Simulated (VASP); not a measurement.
# Sb (Pm-3m) in VASP: single point with PBEsol

Aim: the single point of Sb with PBEsol.

All numbers are computed with VASP 6.6.1; they aren't measurements. Logs are shortened: lines on timing, memory, paths and dates and some standing lists are left out, and cuts for length are marked.

## 1. The cell of the first run

Symmetry: Pm-3m, No. 221, cubic system. Conventional cell: a = 3.067 Å, b = 3.067 Å, c = 3.067 Å, α = 90.00°, β = 90.00°, γ = 90.00°. Sb (site symmetry m-3m) has 6 Sb at 3.07 Å within 4.0 Å.

## 2. Single point, PBEsol

INCAR reads:

```
SYSTEM = Sb
PREC = Accurate
ENCUT = 520
EDIFF = 1E-6
ISMEAR = -1
SIGMA = 0.13605693000000002
LREAL = .False.
LASPH = .True.
NELM = 100
ALGO = Normal
ISIF = 2
LWAVE = .False.
LCHARG = .True.
GGA = PS
LELF = .True.
LVHAR = .True.
NBANDS = 8
```

KPOINTS reads:

```
Automatic mesh
0
Gamma
  11 11 11
  0 0 0
```

POSCAR reads:

```
Sb
1.0
    3.0673648904      0.0000000000      0.0000000000
    0.0000000000      3.0673648904      0.0000000000
    0.0000000000      0.0000000000      3.0673648904
Sb
1
Direct
    0.0000000000      0.0000000000      0.0000000000
```

Potentials or basis: VASP PAW PBE potentials, release 64 (Sb).

Started as:

```
$ cat potpaw_PBE.64/Sb/POTCAR > POTCAR
$ mpirun -np 1 vasp_std > vasp.out
```

OUTCAR:

```text
SYSTEM = Sb
   PREC = Accurate
   ENCUT = 520
   EDIFF = 1E-6
   ISMEAR = -1
   LREAL = .False.
   LASPH = .True.
   NELM = 100
   ISIF = 2
   GGA = PS

 ion  position               nearest neighbor table
   1  0.000  0.000  0.000-

  LATTYP: Found a simple cubic cell.
 ALAT       =     3.0673648904

  Lattice vectors:

 A1 = (   3.0673648904,   0.0000000000,   0.0000000000)
 A2 = (   0.0000000000,   3.0673648904,   0.0000000000)
 A3 = (   0.0000000000,   0.0000000000,   3.0673648904)

Analysis of symmetry for initial positions (statically):
=====================================================================
 Subroutine PRICEL returns:
 Original cell was already a primitive cell.

 Routine SETGRP: Setting up the symmetry group for a
 simple cubic supercell.

 Subroutine GETGRP returns: Found 48 space group operations
[... 9 lines left out ...]

 Routine SETGRP: Setting up the symmetry group for a
 simple cubic supercell.

 Subroutine GETGRP returns: Found 48 space group operations
[... 11 lines left out ...]
                                     Primitive cell

  volume of cell :      28.8600

  direct lattice vectors                    reciprocal lattice vectors
     3.067364890  0.000000000  0.000000000     0.326012729  0.000000000  0.000000000
     0.000000000  3.067364890  0.000000000     0.000000000  0.326012729  0.000000000
     0.000000000  0.000000000  3.067364890     0.000000000  0.000000000  0.326012729

  length of vectors
     3.067364890  3.067364890  3.067364890     0.326012729  0.326012729  0.326012729

  position of ions in fractional coordinates (direct lattice)
     0.000000000  0.000000000  0.000000000

  ion indices of the primitive-cell ions
   primitive index   ion index
                 1           1

----------------------------------------------------------------------------------------

 KPOINTS: Automatic mesh

Automatic generation of k-mesh.
 Grid dimensions read from file:
 generate k-points for:   11   11   11

 Generating k-lattice:

  Cartesian coordinates                     Fractional coordinates (reciprocal lattice)
     0.029637521  0.000000000  0.000000000     0.090909091  0.000000000  0.000000000
     0.000000000  0.029637521  0.000000000     0.000000000  0.090909091  0.000000000
     0.000000000  0.000000000  0.029637521     0.000000000  0.000000000  0.090909091

  Length of vectors
     0.029637521  0.029637521  0.029637521

  Shift w.r.t. Gamma in fractional coordinates (k-lattice)
     0.000000000  0.000000000  0.000000000

 Subroutine IBZKPT returns following result:
 ===========================================

 Found     56 irreducible k-points:

 Following reciprocal coordinates:
            Coordinates               Weight
  0.000000  0.000000  0.000000      1.000000
  0.090909  0.000000  0.000000      6.000000
  0.181818  0.000000  0.000000      6.000000
  0.272727  0.000000  0.000000      6.000000
  0.363636  0.000000  0.000000      6.000000
  0.454545  0.000000  0.000000      6.000000
[... 16 lines left out ...]
  0.181818  0.090909  0.090909     24.000000
  0.272727  0.090909  0.090909     24.000000
 [... further k-points ...]
   k-points           NKPTS =     56   k-points in BZ     NKDIM =     56   number of bands    NBANDS=      8
   number of dos      NEDOS =    301   number of ions     NIONS =      1
   total plane-waves  NPLWV =  13824
   dimension x,y,z NGX =    24 NGY =   24 NGZ =   24
   dimension x,y,z NGXF=    48 NGYF=   48 NGZF=   48
   ions per type =               1
   NGX,Y,Z   is equivalent  to a cutoff of  13.01, 13.01, 13.01 a.u.
   NGXF,Y,Z  is equivalent  to a cutoff of  26.02, 26.02, 26.02 a.u.
 SYSTEM =  Sb
   PREC   = accura    normal or accurate (medium, high low for compatibility)
   ISTART =      0    job   : 0-new  1-cont  2-samecut
   ICHARG =      2    charge: 1-file 2-atom 10-const
   ISPIN  =      1    spin polarized calculation?
   LNONCOLLINEAR =      F non collinear calculations
   LSORBIT =      F    spin-orbit coupling
   LASPH  =      T    aspherical Exc in radial PAW
   ENCUT  =  520.0 eV  38.22 Ry    6.18 a.u.   5.70  5.70  5.70*2*pi/ulx,y,z
   NELM   =    100;   NELMIN=  2; NELMDL= -5     # of ELM steps
   EDIFF  = 0.1E-05   stopping-criterion for ELM
   LREAL  =      F    real-space projection
   EDIFFG = 0.1E-04   stopping-criterion for IOM
   NSW    =      0    number of steps for IOM
   IBRION =     -1    ionic relax: 0-MD 1-quasi-New 2-CG
   NFREE  =      0    steps in history (QN), initial steepest desc. (CG)
   ISIF   =      2    stress and relaxation
   ISYM   =      2    0-nonsym 1-usesym 2-fastsym
   POTIM  = 0.5000    time-step for ionic-motion
   TEBEG  =    0.0;   TEEND  =   0.0 temperature during run
   PSTRESS=    0.0 pullay stress
   NELECT =       5.0000    total number of electrons
   NUPDOWN=      -1.0000    fix difference up-down
   EMIN   =  10.00;   EMAX   =-10.00  energy-range for DOS
   EFERMI =   0.00;   METHOD = LEGACY
   ISMEAR =    -1;   SIGMA  =   0.14  broadening in eV -4-tet -1-fermi 0-gaus
   EFERMI_NEDOS =   21; number of points for ismear=-14 and -15
   IALGO  =     38    algorithm
   IMIX   =      4    mixing-type and parameters
     AMIX     =   0.40;   BMIX     =  1.00
     AMIX_MAG =   1.60;   BMIX_MAG =  1.00
  volume/ion in A,a.u.               =      28.86       194.76
  Fermi-wavevector in a.u.,A,eV,Ry     =   0.912640  1.724639 11.332447  0.832911
  Thomas-Fermi vector in A             =   2.037059
   LORBIT       =      0    0 simple, 1 ext, 2 COOP (PROOUT), +10 PAW based schemes
   GGA     = PS    functional components
   LHFCALC =     F    Hartree Fock is set to
   AEXX    =    0.0000 exact exchange contribution
   IVDW    =     0    specifies the selected vdW correction
   LEPSILON=     F    determine dielectric tensor
   LRPA    =     F    only Hartree local field effects (RPA)
 non-spin polarized calculation
  energy-cutoff  :      520.00
  volume of cell :       28.86
 maximum number of plane-waves:       792
 NGX is ok and might be reduce to    24
   NGX = 11   NGY = 11   NGZ = 11

 number of electron       4.9999999 magnetization

 Free energy of the ion-electron system (eV)
  ---------------------------------------------------
  ext. energy  EPLUGINS =         0.00000000
  ---------------------------------------------------
  free energy    TOTEN  =        -4.53405315 eV

  energy without entropy =       -4.49394430  energy(sigma->0) =       -4.51399872

 E-fermi :   7.3453     XC(G=0):  -9.8920

 val. band max:        7.3343322264   @ k =   0.4545   0.4545   0.3636
 cond. band min:       7.4148992729   @ k =   0.1818   0.1818   0.0909
 fundamental gap:      0.0805670465
 Fermi energy:         7.3453264896

 k-point     1 :       0.0000    0.0000    0.0000
  band No.  band energies     occupation
      1      -5.2488      2.00000
      2      10.7558      0.00000
      3      10.7558      0.00000
      4      10.7558      0.00000
      5      14.3952      0.00000
      6      14.3952      0.00000
      7      15.7511      0.00000
      8      25.3353      0.00000

 k-point     2 :       0.0909    0.0000    0.0000
  band No.  band energies     occupation
      1      -5.1247      2.00000
      2       9.3129      0.00000
      3      10.8793      0.00000
      4      10.8793      0.00000
      5      14.4921      0.00000
      6      15.1410      0.00000
      7      16.7096      0.00000
      8      24.3082      0.00000

 k-point     3 :       0.1818    0.0000    0.0000
  band No.  band energies     occupation
      1      -4.7578      2.00000
      2       7.0036      1.84991
      3      11.2349      0.00000
      4      11.2349      0.00000
      5      14.7809      0.00000
      6      15.6243      0.00000
      7      19.2818      0.00000
      8      22.7232      0.00000

 k-point     4 :       0.2727    0.0000    0.0000
  band No.  band energies     occupation
      1      -4.1710      2.00000
      2       4.8070      2.00000
      3      11.7709      0.00000
      4      11.7709      0.00000
      5      15.2514      0.00000
      6      16.1771      0.00000
      7      21.1782      0.00000
      8      21.1782      0.00000

 k-point     5 :       0.3636    0.0000    0.0000
  band No.  band energies     occupation
      1      -3.4385      2.00000
      2       2.9589      2.00000
      3      12.3724      0.00000
      4      12.3724      0.00000
      5      15.8664      0.00000
      6      16.9179      0.00000
      7      19.8773      0.00000
      8      19.8773      0.00000

 k-point     6 :       0.4545    0.0000    0.0000
  band No.  band energies     occupation
      1      -2.8070      2.00000
      2       1.7594      2.00000
      3      12.8129      0.00000
      4      12.8129      0.00000
      5      16.4573      0.00000
      6      17.7824      0.00000
      7      19.0726      0.00000
      8      19.0804      0.00000

 k-point     7 :       0.0909    0.0909    0.0000
  band No.  band energies     occupation
      1      -5.0006      2.00000
      2       9.3397      0.00000
      3       9.5345      0.00000
      4      11.0030      0.00000
      5      14.8821      0.00000
      6      16.1468      0.00000
      7      17.0938      0.00000
      8      22.9360      0.00000
[... 133 lines left out ...]
 k-point    20 :       0.4545    0.3636    0.0000
  band No.  band energies     occupation
      1      -0.9323      2.00000
      2       3.3688      2.00000
      3       5.1323      2.00000
      4      10.6201      0.00000
      5      14.4733      0.00000
      6      18.9795      0.00000
      7      20.4226      0.00000
      8      20.4495      0.00000

 k-point    21 :       0.4545    0.4545    0.0000
  band No.  band energies     occupation
      1      -0.2348      2.00000
      2       3.8001      2.00000
      3       3.8980      2.00000
      4       9.6686      0.00000
      5      14.9209      0.00000
      6      19.8332      0.00000
      7      20.8196      0.00000
      8      20.9253      0.00000

 k-point    22 :       0.0909    0.0909    0.0909
  band No.  band energies     occupation
      1      -4.8764      2.00000
      2       9.4598      0.00000
      3       9.4598      0.00000
      4       9.7657      0.00000
      5      16.2446      0.00000
      6      16.2446      0.00000
      7      17.3902      0.00000
      8      22.8359      0.00000

 k-point    23 :       0.1818    0.0909    0.0909
  band No.  band energies     occupation
      1      -4.5094      2.00000
      2       7.2386      1.37326
      3       9.8076      0.00000
      4      10.0440      0.00000
      5      16.5310      0.00000
      6      17.1257      0.00000
      7      19.2977      0.00000
      8      20.9547      0.00000

 k-point    24 :       0.2727    0.0909    0.0909
  band No.  band energies     occupation
      1      -3.9221      2.00000
      2       5.0458      2.00000
      3      10.3389      0.00000
      4      10.6070      0.00000
      5      16.9736      0.00000
      6      17.3499      0.00000
      7      19.2402      0.00000
      8      19.7448      0.00000

 [... further k-points ...]
[... 5 lines left out ...]
  --------------------------------------------------------------------------------------
  -------------------------------------------------------------------------------------
  Total        0.0168834      0.0168834      0.0168834     -0.0000000      0.0000000     -0.0000000
  in kB        0.9372931      0.9372931      0.9372931     -0.0000000      0.0000000     -0.0000000
  external PRESSURE =       0.9372931 kB  Pullay stress =       0.0000000 kB

 VOLUME and BASIS-vectors are now :
 -----------------------------------------------------------------------------
  energy-cutoff  :      520.00
  volume of cell :       28.86
      direct lattice vectors                 reciprocal lattice vectors
     3.067364890  0.000000000  0.000000000     0.326012729  0.000000000  0.000000000
     0.000000000  3.067364890  0.000000000     0.000000000  0.326012729  0.000000000
     0.000000000  0.000000000  3.067364890     0.000000000  0.000000000  0.326012729

 POSITION                                       TOTAL-FORCE (eV/Angst)
 -----------------------------------------------------------------------------------
      0.00000      0.00000      0.00000         0.000000      0.000000      0.000000
 -----------------------------------------------------------------------------------
    total drift:                               -0.000000      0.000000      0.000000

  FREE ENERGIE OF THE ION-ELECTRON SYSTEM (eV)
  ---------------------------------------------------
  free  energy   TOTEN  =        -4.5340531510 eV

  energy  without entropy=       -4.4939442963  energy(sigma->0) =       -4.51399872
```

Wall time 9.2 s (1 thread of Intel Xeon 8259CL, shared host); peak memory 0.14 GiB.

Results:

| Quantity | Value |
| --- | --- |
| Free energy | -4.5341 eV |
| Pressure | 0.1 GPa |

Caveat: the PAW data sets were made with another functional, which shifts forces and pressure a little; spin-orbit coupling is left out, which moves the levels of the heavy elements.
